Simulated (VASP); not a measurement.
The system is In3PN2.

```
In P N
1.0
     4.55941    0.00000    0.00000
    -2.27970    3.94856    0.00000
     0.00000    0.00000    7.26329
In P N
3 1 2
Direct
  0.33333 0.66667 0.64400
  0.66667 0.33333 0.35600
  0.00000 0.00000 0.50000
  0.00000 0.00000 0.00000
  0.33333 0.66667 0.25219
  0.66667 0.33333 0.74781
```

The cell was generated, and may not be a known phase.

| Quantity | Value |
| --- | --- |
| Program | VASP 6.6.1 |
| Task | relaxation of cell and atoms |
| Functional | PBE |
| Potentials or basis | VASP PAW PBE potentials, release 64 (In_d, P, N) |
| Cutoff | 600 eV |
| k mesh | 3 × 3 × 2 |
| Occupations | gaussian, width 0.15 eV |
| Spin | no spin polarisation |

At the start: pressure -4.1 GPa; volume 21.79 Å³/atom.

How do energy, volume and symmetry change on relaxing?

Over 29 steps the energy falls by 1302.8 meV/atom and the volume is 15.86 Å³/atom (-27.2 %); space group P-3m1 (No. 164, to 0.1 Å) before and after.

Step by step:
| step | energy change (eV) | largest force (eV/Å) | pressure (GPa) | volume (Å³) |
| --- | --- | --- | --- | --- |
| 1 | 0.0000 | 2.1383 | -4.13 | 130.76 |
| 2 | -0.7492 | 2.4207 | -1.98 | 120.41 |
| 3 | -1.8635 | 3.2795 | 16.31 | 92.55 |
| 4 | -2.1115 | 3.1251 | 16.00 | 91.80 |
| 5 | -2.8048 | 2.6332 | 15.04 | 89.54 |
| 6 | -3.6469 | 1.5606 | 17.02 | 85.09 |
| 7 | -3.6769 | 1.3716 | 19.35 | 83.37 |
| 8 | -4.1981 | 1.1563 | 10.47 | 88.04 |
| 9 | -4.5798 | 1.0192 | 0.43 | 95.95 |
| 10 | -4.6038 | 0.9574 | -1.83 | 98.38 |
| 11 | -4.7144 | 0.8846 | -1.68 | 98.27 |
| 12 | -5.0528 | 0.9503 | -1.24 | 97.81 |
| 13 | -5.8301 | 0.5380 | -0.14 | 96.35 |
| 14 | -6.6567 | 1.6220 | 6.91 | 91.48 |
| 15 | -6.7744 | 1.8806 | 5.56 | 92.67 |
| 16 | -6.8668 | 2.4031 | 3.19 | 95.19 |
| 17 | -7.0323 | 2.1538 | 1.25 | 96.34 |
| 18 | -7.3583 | 1.4142 | -3.65 | 99.84 |
| 19 | -7.3746 | 0.3797 | -9.08 | 107.02 |
| 20 | -7.4523 | 0.7465 | -7.23 | 103.80 |
| 21 | -7.6424 | 0.5028 | -4.98 | 100.86 |
| 22 | -7.7457 | 0.6338 | -1.21 | 97.29 |
| 23 | -7.7465 | 0.6822 | -0.76 | 96.94 |
| 24 | -7.7706 | 0.5542 | -0.49 | 96.43 |
| 25 | -7.8073 | 0.1733 | 0.46 | 94.92 |
| 26 | -7.8078 | 0.1847 | 0.63 | 94.70 |
| 27 | -7.8137 | 0.1476 | -0.11 | 95.26 |
| 28 | -7.8146 | 0.1282 | -0.49 | 95.56 |
| 29 | -7.8170 | 0.0598 | -0.01 | 95.16 |

Final structure:
```yaml
crystal:
  lattice:
    - [3.52587, 0.00000, 0.00000]
    - [-1.76294, 3.05349, 0.00000]
    - [0.00000, 0.00000, 8.83837]
  atoms:
    - { symbol: In, position: [0.33333, 0.66667, 0.79545] }
    - { symbol: In, position: [0.66667, 0.33333, 0.20455] }
    - { symbol: In, position: [0.00000, 0.00000, 0.50000] }
    - { symbol: P, position: [0.00000, 0.00000, 0.00000] }
    - { symbol: N, position: [0.33333, 0.66667, 0.34893] }
    - { symbol: N, position: [0.66667, 0.33333, 0.65107] }
```

Caveat: the k points lie up to 0.69 Å⁻¹ apart in the final cell, too coarse for converged energies and pressures of a metal; the volume moved by over 15 % at a fixed basis, so the end points are rough; the relaxation stopped at a loose force limit of 0.08 eV/Å, so its end isn't a converged minimum.
